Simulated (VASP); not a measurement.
# Be2NiH (P4/mmm) in VASP: a series of runs

Runs on Be2NiH. Level: PBE. Tasks: single point, relaxation of cell and atoms.

All numbers are computed with VASP 6.6.1; they aren't measurements. Logs are shortened: lines on timing, memory, paths and dates and some standing lists are left out, and cuts for length are marked.

### 1 The cell of the first run

The structure is tetragonal, space group P4/mmm (No. 123). The conventional cell has a = 2.902 Å, b = 2.902 Å, c = 4.270 Å, α = 90.00°, β = 90.00°, γ = 90.00°. Be (site symmetry 4/mmm) has 4 H at 2.05 Å and 2 Ni at 2.13 Å within 2.7 Å. Be (site symmetry 4/mmm) has 4 Ni at 2.05 Å and 2 H at 2.13 Å within 2.7 Å. Ni (site symmetry 4/mmm) has 6 Be at 2.05 to 2.13 Å within 2.7 Å. H (site symmetry 4/mmm) has 6 Be at 2.05 to 2.13 Å within 2.7 Å.

The cell was generated, and may not be a known phase.

### 2 Single point, PBE

The input, INCAR:

```
SYSTEM = Be2NiH
PREC = Accurate
ENCUT = 520
EDIFF = 1E-6
ISMEAR = 0
SIGMA = 0.1
LREAL = .False.
LASPH = .True.
NELM = 60
ALGO = Normal
ISIF = 2
LWAVE = .False.
LCHARG = .False.
GGA = PE
NBANDS = 16
```

The input, KPOINTS:

```
regular mesh
0
Gamma
  16 16 12
  0 0 0
```

The input, POSCAR:

```
Be2NiH
1.0
    2.9019364613      0.0000000000      0.0000000000
    0.0000000000      2.9019364613      0.0000000000
    0.0000000000      0.0000000000      4.2696219628
Be Ni H
2 1 1
Direct
    0.0000000000      0.0000000000      0.5000000000
    0.5000000000      0.5000000000      0.0000000000
    0.0000000000      0.0000000000      0.0000000000
    0.5000000000      0.5000000000      0.5000000000
```

Potentials or basis: VASP PAW PBE potentials, release 64 (Be, Ni, H).

On the command line:

```bash
$ cat potpaw_PBE.64/Be/POTCAR potpaw_PBE.64/Ni/POTCAR potpaw_PBE.64/H/POTCAR > POTCAR
$ mpirun -np 1 vasp_std > vasp.out
```

OUTCAR:

```text
SYSTEM = Be2NiH
   PREC = Accurate
   ENCUT = 520
   EDIFF = 1E-6
   ISMEAR = 0
   LREAL = .False.
   LASPH = .True.
   NELM = 60
   ISIF = 2
   GGA = PE

 ion  position               nearest neighbor table
   1  0.000  0.000  0.500-   3 2.13   3 2.13
   2  0.500  0.500  0.000-   3 2.05   3 2.05   3 2.05   3 2.05
   3  0.000  0.000  0.000-   2 2.05   2 2.05   2 2.05   2 2.05   1 2.13   1 2.13
   4  0.500  0.500  0.500-

  LATTYP: Found a simple tetragonal cell.
 ALAT       =     2.9019364613
 C/A-ratio  =     1.4713009812

  Lattice vectors:

 A1 = (   2.9019364613,   0.0000000000,   0.0000000000)
 A2 = (   0.0000000000,   2.9019364613,   0.0000000000)
 A3 = (   0.0000000000,   0.0000000000,   4.2696219628)

Analysis of symmetry for initial positions (statically):
=====================================================================
 Subroutine PRICEL returns:
 Original cell was already a primitive cell.

 Routine SETGRP: Setting up the symmetry group for a
 simple tetragonal supercell.

 Subroutine GETGRP returns: Found 16 space group operations
 (whereof 16 operations were pure point group operations)
 out of a pool of 16 trial point group operations.

The static configuration has the point symmetry D_4h.

Analysis of symmetry for dynamics (positions and initial velocities):
=====================================================================
 Subroutine PRICEL returns:
 Original cell was already a primitive cell.

 Routine SETGRP: Setting up the symmetry group for a
 simple tetragonal supercell.

 Subroutine GETGRP returns: Found 16 space group operations
 (whereof 16 operations were pure point group operations)
 out of a pool of 16 trial point group operations.

The dynamic configuration has the point symmetry D_4h.

 Subroutine INISYM returns: Found 16 space group operations
 (whereof 16 operations are pure point group operations),
 and found     1 'primitive' translations

----------------------------------------------------------------------------------------

                                     Primitive cell

  volume of cell :      35.9555

  direct lattice vectors                    reciprocal lattice vectors
     2.901936461  0.000000000  0.000000000     0.344597483  0.000000000  0.000000000
     0.000000000  2.901936461  0.000000000     0.000000000  0.344597483  0.000000000
     0.000000000  0.000000000  4.269621963     0.000000000  0.000000000  0.234212773

  length of vectors
[... 85 lines left out ...]
   NELM   =     60;   NELMIN=  2; NELMDL= -5     # of ELM steps
   EDIFF  = 0.1E-05   stopping-criterion for ELM
   LREAL  =      F    real-space projection
   EDIFFG = 0.1E-04   stopping-criterion for IOM
   NSW    =      0    number of steps for IOM
   IBRION =     -1    ionic relax: 0-MD 1-quasi-New 2-CG
   NFREE  =      0    steps in history (QN), initial steepest desc. (CG)
   ISIF   =      2    stress and relaxation
   ISYM   =      2    0-nonsym 1-usesym 2-fastsym
   POTIM  = 0.5000    time-step for ionic-motion
   TEBEG  =    0.0;   TEEND  =   0.0 temperature during run
   PSTRESS=    0.0 pullay stress
   NELECT =      15.0000    total number of electrons
   NUPDOWN=      -1.0000    fix difference up-down
   EMIN   =  10.00;   EMAX   =-10.00  energy-range for DOS
   EFERMI =   0.00;   METHOD = LEGACY
   ISMEAR =     0;   SIGMA  =   0.10  broadening in eV -4-tet -1-fermi 0-gaus
   EFERMI_NEDOS =   21; number of points for ismear=-14 and -15
   IALGO  =     38    algorithm
   IMIX   =      4    mixing-type and parameters
     AMIX     =   0.40;   BMIX     =  1.00
     AMIX_MAG =   1.60;   BMIX_MAG =  1.00
  volume/ion in A,a.u.               =       8.99        60.66
  Fermi-wavevector in a.u.,A,eV,Ry     =   1.223255  2.311616 20.359101  1.496352
  Thomas-Fermi vector in A             =   2.358372
   LORBIT       =      0    0 simple, 1 ext, 2 COOP (PROOUT), +10 PAW based schemes
   GGA     = PE    functional components
   LHFCALC =     F    Hartree Fock is set to
   AEXX    =    0.0000 exact exchange contribution
   IVDW    =     0    specifies the selected vdW correction
   LEPSILON=     F    determine dielectric tensor
   LRPA    =     F    only Hartree local field effects (RPA)
 non-spin polarized calculation
 Gauss-broadening in eV      SIGMA  =   0.10
  energy-cutoff  :      520.00
  volume of cell :       35.96
 maximum number of plane-waves:       985
 NGX is ok and might be reduce to    24
   NGX = 11   NGY = 11   NGZ = 15

 number of electron      14.9999999 magnetization

 Free energy of the ion-electron system (eV)
  ---------------------------------------------------
  ext. energy  EPLUGINS =         0.00000000
  ---------------------------------------------------
  free energy    TOTEN  =       -14.14303386 eV

  energy without entropy =      -14.13505420  energy(sigma->0) =      -14.13904403

 E-fermi :   5.4049     XC(G=0): -10.6826

 val. band max:        5.3951650326   @ k =   0.2500   0.1250   0.0833
 cond. band min:       5.4078835290   @ k =   0.4375   0.3750   0.4167
 fundamental gap:      0.0127184964
 Fermi energy:         5.4049217174

 k-point     1 :       0.0000    0.0000    0.0000
  band No.  band energies     occupation
      1      -4.2773      2.00000
      2       1.4506      2.00000
      3       2.6318      2.00000
      4       2.7915      2.00000
      5       3.8736      2.00000
      6       3.9582      2.00000
[... 433 lines left out ...]
      3       2.5357      2.00000
      4       2.6588      2.00000
      5       2.7311      2.00000
      6       3.8897      2.00000
[... 8 lines left out ...]
     15      20.2004      0.00000
     16      20.9275      0.00000

 [... further k-points ...]
[... 5 lines left out ...]
  --------------------------------------------------------------------------------------
  -------------------------------------------------------------------------------------
  Total       -0.0231542     -0.0231542     -0.0497353      0.0000000      0.0000000      0.0000000
  in kB       -1.0317535     -1.0317535     -2.2162051      0.0000000      0.0000000      0.0000000
  external PRESSURE =      -1.4265707 kB  Pullay stress =       0.0000000 kB

 VOLUME and BASIS-vectors are now :
 -----------------------------------------------------------------------------
  energy-cutoff  :      520.00
  volume of cell :       35.96
      direct lattice vectors                 reciprocal lattice vectors
     2.901936461  0.000000000  0.000000000     0.344597483  0.000000000  0.000000000
     0.000000000  2.901936461  0.000000000     0.000000000  0.344597483  0.000000000
     0.000000000  0.000000000  4.269621963     0.000000000  0.000000000  0.234212773

 POSITION                                       TOTAL-FORCE (eV/Angst)
 -----------------------------------------------------------------------------------
      0.00000      0.00000      2.13481         0.000000      0.000000      0.000000
      1.45097      1.45097      0.00000         0.000000      0.000000      0.000000
      0.00000      0.00000      0.00000         0.000000      0.000000      0.000000
      1.45097      1.45097      2.13481         0.000000      0.000000      0.000000
 -----------------------------------------------------------------------------------
    total drift:                                0.000000      0.000000      0.000000

  FREE ENERGIE OF THE ION-ELECTRON SYSTEM (eV)
  ---------------------------------------------------
  free  energy   TOTEN  =       -14.1430338621 eV

  energy  without entropy=      -14.1350542015  energy(sigma->0) =      -14.13904403
```

Wall time 47 s (1 thread of Intel Xeon 6975P-C (Granite Rapids), shared host); peak memory 0.3 GiB.

What came out:

| Property | Result |
| --- | --- |
| Free energy | -14.1430 eV |
| Pressure | -0.1 GPa |
| Band gap on the k mesh | zero (an odd number of electrons rules out a gap without spin polarisation) |

Stress tensor (GPa, compression positive):
```
-0.10  0.00  0.00
 0.00 -0.10  0.00
 0.00  0.00 -0.22
```

Levels at points of the mesh, in eV from the Fermi level:
```csv
k point,band 4,band 5,band 6,band 7,band 8,band 9,band 10,band 11
"(0.00, 0.00, 0.00)",-2.61,-1.53,-1.45,-1.45,-0.34,4.42,4.42,8.10
"(0.50, 0.00, 0.00)",-2.84,-2.60,-1.36,-0.67,0.72,1.12,4.23,4.73
"(0.50, 0.50, 0.00)",-2.26,-2.13,-2.13,-1.50,-0.87,1.75,3.47,3.82
"(0.00, 0.00, 0.50)",-2.75,-1.56,-1.56,-1.53,4.74,5.78,5.78,7.16
"(0.50, 0.00, 0.50)",-2.63,-2.59,-2.30,-1.44,-1.26,-0.46,8.71,9.07
"(0.50, 0.50, 0.50)",-2.80,-2.42,-0.87,-0.83,-0.83,1.83,1.83,1.96
```

Spin polarisation is off, so any magnetic state and its effect on volume and gap are missing.

### 3 Relaxation of cell and atoms, PBE, collinear spin, ferromagnetic start

This run uses another cell than the first one, of 8.09 Å³/atom.

The input, INCAR:

```
PREC = Accurate
ENCUT = 600
EDIFF = 1E-6
ISMEAR = 0
SIGMA = 0.1
LREAL = F
LASPH = T
NELM = 150
ALGO = Normal
ISIF = 3
LWAVE = F
LCHARG = F
ISPIN = 2
MAGMOM = 0 0 2 0
LORBIT = 11
LMAXMIX = 4
GGA = PE
IBRION = 2
NSW = 90
EDIFFG = -0.04
```

The input, KPOINTS:

```
regular mesh
0
Gamma
  6 6 4
```

The input, POSCAR:

```
Be2NiH
1.0
    2.8766393800      0.0000000000      0.0000000000
    0.0000000000      2.8766393800      0.0000000000
    0.0000000000      0.0000000000      3.9088249300
Be Ni H
2 1 1
Direct
    0.0000000000      0.0000000000      0.5000000000
    0.5000000000      0.5000000000      0.0000000000
    0.0000000000      0.0000000000      0.0000000000
    0.5000000000      0.5000000000      0.5000000000
```

Potentials or basis: VASP PAW PBE potentials, release 64 (Be, Ni, H).

On the command line:

```bash
$ cat potpaw_PBE.64/Be/POTCAR potpaw_PBE.64/Ni/POTCAR potpaw_PBE.64/H/POTCAR > POTCAR
$ mpirun -np 1 vasp_std > vasp.out
```

Run time: 44 s. Hardware: 1 thread of Intel Xeon 6975P-C (Granite Rapids), shared host; peak memory 0.18 GiB.

The run converged. Its results:

- Free energy: -14.1371 eV
- Relaxed volume: 8.99 Å³/atom
- Relaxed cell: a = 2.899 Å, b = 2.899 Å, c = 4.278 Å, α = 90.00°, β = 90.00°, γ = 90.00°
- Space group after relaxing (to 0.1 Å): P4/mmm (No. 123)
- Energy gained by relaxing: 58.2 meV/atom
- Ionic steps: 6
- Pressure after relaxing: 0.2 GPa
- Net moment: 0.00 μB per cell
- Valence electrons inside the program's atomic spheres: Be 0.81, 1.12; Ni 9.63; H 0.46

Stress tensor (GPa, compression positive):
```
0.09 0.00 0.00
0.00 0.09 0.00
0.00 0.00 0.42
```

Step by step:
```
step  energy change (eV)  largest force (eV/Å)  pressure (GPa)  volume (Å³)
   1              0.0000                0.0000           13.81        32.35
   2             -0.2076                0.0000            0.66        35.70
   3             -0.2123                0.0000           -2.75        36.86
   4             -0.2138                0.0000           -1.68        36.51
   5             -0.2296                0.0000           -0.70        36.17
   6             -0.2326                0.0000            0.20        35.96
```

Final structure:
```cif
data_structure
_symmetry_space_group_name_H-M 'P 1'
_symmetry_Int_Tables_number 1
_cell_length_a 2.8993
_cell_length_b 2.8993
_cell_length_c 4.2784
_cell_angle_alpha 90.000
_cell_angle_beta 90.000
_cell_angle_gamma 90.000
_cell_volume 35.96
loop_
_atom_site_label
_atom_site_type_symbol
_atom_site_fract_x
_atom_site_fract_y
_atom_site_fract_z
_atom_site_occupancy
Be1 Be 0.00000 0.00000 0.50000 1
Be2 Be 0.50000 0.50000 0.00000 1
Ni1 Ni 0.00000 0.00000 0.00000 1
H1 H 0.50000 0.50000 0.50000 1
```

Levels at points of the mesh, in eV from the Fermi level:
Spin up:
```tsv
k point	band 4	band 5	band 6	band 7	band 8	band 9	band 10	band 11
(0.00, 0.00, 0.00)	-2.60	-1.47	-1.41	-1.41	-0.32	4.49	4.49	8.13
(0.50, 0.00, 0.00)	-2.81	-2.54	-1.32	-0.61	0.76	1.12	4.28	4.73
(0.50, 0.50, 0.00)	-2.20	-2.10	-2.10	-1.46	-0.81	1.79	3.46	3.82
(0.00, 0.00, 0.50)	-2.69	-1.53	-1.53	-1.47	4.75	5.88	5.88	7.16
(0.50, 0.00, 0.50)	-2.61	-2.53	-2.30	-1.40	-1.24	-0.40	8.73	9.06
(0.50, 0.50, 0.50)	-2.77	-2.39	-0.81	-0.76	-0.76	1.82	1.82	1.96
```
Spin down:
```tsv
k point	band 3	band 4	band 5	band 6	band 7	band 8	band 9	band 10	band 11	band 12
(0.00, 0.00, 0.00)	-2.71	-2.60	-1.47	-1.41	-1.41	-0.32	4.49	4.49	8.13	9.22
(0.50, 0.00, 0.00)	-2.95	-2.81	-2.54	-1.32	-0.61	0.76	1.12	4.28	4.73	8.13
(0.50, 0.50, 0.00)	-2.20	-2.20	-2.10	-2.10	-1.46	-0.81	1.79	3.46	3.82	3.82
(0.00, 0.00, 0.50)	-2.78	-2.69	-1.53	-1.53	-1.47	4.75	5.88	5.88	7.16	7.16
(0.50, 0.00, 0.50)	-2.63	-2.61	-2.53	-2.30	-1.40	-1.24	-0.40	8.73	9.06	9.28
(0.50, 0.50, 0.50)	-2.77	-2.77	-2.39	-0.81	-0.76	-0.76	1.83	1.83	1.96	2.50
```

Caveat: the k points lie up to 0.37 Å⁻¹ apart in the final cell; the moments typed at the start vanished in this run.

### 4 Relaxation of cell and atoms, PBE

This run uses another cell than the first one, of 9.01 Å³/atom.

The input, INCAR:

```
SYSTEM = Be2NiH
ALGO = Normal
EDIFF = 1E-6
EDIFFG = -0.01
ENCUT = 600
GGA = PE
IBRION = 2
ISIF = 3
ISMEAR = 0
LASPH = .True.
LCHARG = .False.
LREAL = .False.
LWAVE = .False.
NELM = 80
NSW = 100
PREC = Accurate
SIGMA = 0.1
```

The input, KPOINTS:

```
k-points
0
Gamma
  16 16 12
  0 0 0
```

The input, POSCAR:

```
Be2NiH
1.0
    2.8984769213      0.0000000000      0.0000000000
    0.0000000000      2.8984769213      0.0000000000
    0.0000000000      0.0000000000      4.2892810259
Be Ni H
2 1 1
Direct
    0.0000000000      0.0000000000      0.5000000000
    0.5000000000      0.5000000000      0.0000000000
    0.0000000000      0.0000000000      0.0000000000
    0.5000000000      0.5000000000      0.5000000000
```

On the command line:

```bash
$ cat potpaw_PBE.64/Be/POTCAR potpaw_PBE.64/Ni/POTCAR potpaw_PBE.64/H/POTCAR > POTCAR
$ mpirun -np 1 vasp_std > vasp.out
```

Run time: 1.9 min. Hardware: 1 thread of Intel Xeon 6975P-C (Granite Rapids), shared host; peak memory 0.32 GiB.

It converged, with:

- Free energy: -14.1432 eV
- Relaxed volume: 8.98 Å³/atom
- Relaxed cell: a = 2.902 Å, b = 2.902 Å, c = 4.266 Å, α = 90.00°, β = 90.00°, γ = 90.00°
- Space group after relaxing (to 0.1 Å): P4/mmm (No. 123)
- Energy gained by relaxing: 0.1 meV/atom
- Ionic steps: 5
- Pressure after relaxing: 0.0 GPa
- Band gap on the k mesh: zero (an odd number of electrons rules out a gap without spin polarisation)

The path:
| step | energy change (eV) | largest force (eV/Å) | pressure (GPa) | volume (Å³) |
| --- | --- | --- | --- | --- |
| 1 | 0.0000 | 0.0000 | -0.22 | 36.03 |
| 2 | -0.0003 | 0.0000 | -0.08 | 35.97 |
| 3 | -0.0005 | 0.0000 | 0.20 | 35.86 |
| 4 | -0.0005 | 0.0000 | 0.16 | 35.87 |
| 5 | -0.0005 | 0.0000 | 0.03 | 35.92 |

Final structure:
```
CELL_PARAMETERS angstrom
2.90182 0.00000 0.00000
0.00000 2.90182 0.00000
0.00000 0.00000 4.26554
ATOMIC_POSITIONS crystal
Be 0.00000 0.00000 0.50000
Be 0.50000 0.50000 0.00000
Ni 0.00000 0.00000 0.00000
H 0.50000 0.50000 0.50000
```

Levels at points of the mesh, in eV from the Fermi level:
```csv
k point,band 3,band 4,band 5,band 6,band 7,band 8,band 9,band 10,band 11
"(0.00, 0.00, 0.00)",-2.78,-2.61,-1.53,-1.45,-1.45,-0.34,4.42,4.42,8.10
"(0.50, 0.00, 0.00)",-2.98,-2.85,-2.60,-1.36,-0.67,0.73,1.12,4.23,4.75
"(0.50, 0.50, 0.00)",-2.26,-2.26,-2.13,-2.13,-1.50,-0.88,1.75,3.47,3.83
"(0.00, 0.00, 0.50)",-2.81,-2.75,-1.57,-1.57,-1.53,4.75,5.78,5.78,7.16
"(0.50, 0.00, 0.50)",-2.71,-2.64,-2.59,-2.30,-1.44,-1.26,-0.46,8.72,9.07
"(0.50, 0.50, 0.50)",-2.81,-2.81,-2.43,-0.87,-0.84,-0.84,1.84,1.84,1.95
```

The gap in the log of VASP goes by the Fermi energy; the results here count the filled bands.